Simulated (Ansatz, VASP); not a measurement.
## ZnS: VASP beside Ansatz

Contents of INCAR:

```
SYSTEM = ZnS
  ALGO = Normal
  EDIFF = 1E-6
  ENCUT = 500
  GGA = PS
  GGA_COMPAT = .False.
  ISIF = 2
  ISMEAR = -1
  LASPH = .True.
  LCHARG = .True.
  LELF = .True.
  LREAL = .False.
  LVHAR = .True.
  LWAVE = .False.
  NBANDS = 16
  NELM = 120
  PREC = Accurate
  SIGMA = 0.05
```

File KPOINTS:

```
k-points
0
Gamma
  16 16 16
  0 0 0
```

Contents of POSCAR:

```
ZnS
1.0
    0.0000000000      2.2487935031      2.2487935031
    2.2487935031      0.0000000000      2.2487935031
    2.2487935031      2.2487935031      0.0000000000
Zn S
1 1
Direct
    0.0000000000      0.0000000000      0.0000000000
    0.5000000000      0.5000000000      0.5000000000
```

Input for Ansatz:

```yaml
crystal:
  lattice:
    - [0.0, 2.2487935031, 2.2487935031]
    - [2.2487935031, 0.0, 2.2487935031]
    - [2.2487935031, 2.2487935031, 0.0]
  atoms:
    - { symbol: Zn, position: [0.0, 0.0, 0.0] }
    - { symbol: S, position: [0.5, 0.5, 0.5] }
kpoints:
  mp_grid: { grid: [16, 16, 16] }
scf:
  occupations: { method: fermi_dirac, width: 0.05 }
hamiltonian:
  xc: pbesol
  pseudopotentials: { kind: all_electron, lapw: { basis_error: 0.001 } }
output:
  forces: true
  stress: true
  eigenvalues: true
  populations: true
```

Change from the starting cell: volume scaled by 0.72, LAPW.

Alike in both runs: task single point; functional PBEsol; k mesh 16 × 16 × 16; occupations fermi-dirac, width 0.05 eV; no spin polarisation.

```csv
,VASP,Ansatz
version,VASP 6.6.1,Ansatz 0.2.0
potentials or method,"VASP PAW PBE potentials, release 64 (Zn, S), cutoff 500 eV","all-electron LAPW, scalar-relativistic"
```

Ansatz gave:

```
pressure (GPa) : 67.8
```

Question: What did VASP give for the same quantities?

Answer: Pressure (GPa): 68.9.

VASP's potentials were made for PBE, not for PBEsol. Both programs put the cell under a high pressure, so it lies far from rest at this level. Ansatz ran all-electron here, and VASP with PAW potentials.

Noted on VASP's run: the cell as given lies far from equilibrium.
